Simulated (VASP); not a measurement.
Wanted: the native input for a VASP 6.6.1 run.

* Task: single point
* Functional: PBE
* Potentials or basis: VASP PAW PBE potentials, release 64 (Pd)
* Cutoff: 520 eV
* k mesh: 12 × 8 × 12
* Occupations: fermi-dirac, width 0.1 eV
* Spin: no spin polarisation
* Dipole correction: no
* Further INCAR settings: ALGO = Normal; EDIFF = 1e-06; NBANDS = 17

The structure of Pd lies in POSCAR:

```
Pd
1.0
   -1.9730522008      1.9730522008      0.0000000000
    0.0000000000      0.0000000000      3.9461044017
    1.9730522008      1.9730522008      0.0000000000
Pd
2
Direct
    0.0000000000      0.0000000000      0.0000000000
    0.5000000000      0.5000000000      0.5000000000
```

One way to write it, as run:

INCAR

```
SYSTEM = Pd
  ALGO = Normal
  EDIFF = 1E-6
  ENCUT = 520
  GGA = PE
  ISIF = 2
  ISMEAR = -1
  LASPH = .True.
  LCHARG = .False.
  LREAL = .False.
  LWAVE = .False.
  NBANDS = 17
  NELM = 100
  PREC = Accurate
  SIGMA = 0.1
```

KPOINTS

```
k-points
0
Gamma
  12 8 12
  0 0 0
```

Potentials or basis: VASP PAW PBE potentials, release 64 (Pd).

Run with:

```bash
$ cat potpaw_PBE.64/Pd/POTCAR > POTCAR
$ mpirun -np 1 vasp_std > vasp.out
```

It gave:

```
Pressure               : -0.4 GPa
Band gap on the k mesh : zero (band 10 reaches 9.38 eV, above the bottom of band 11 at 8.35 eV)
```

Wall time 29 s on 1 thread of Intel Xeon 6975P-C, with other jobs on the host, peak memory 0.19 GiB.
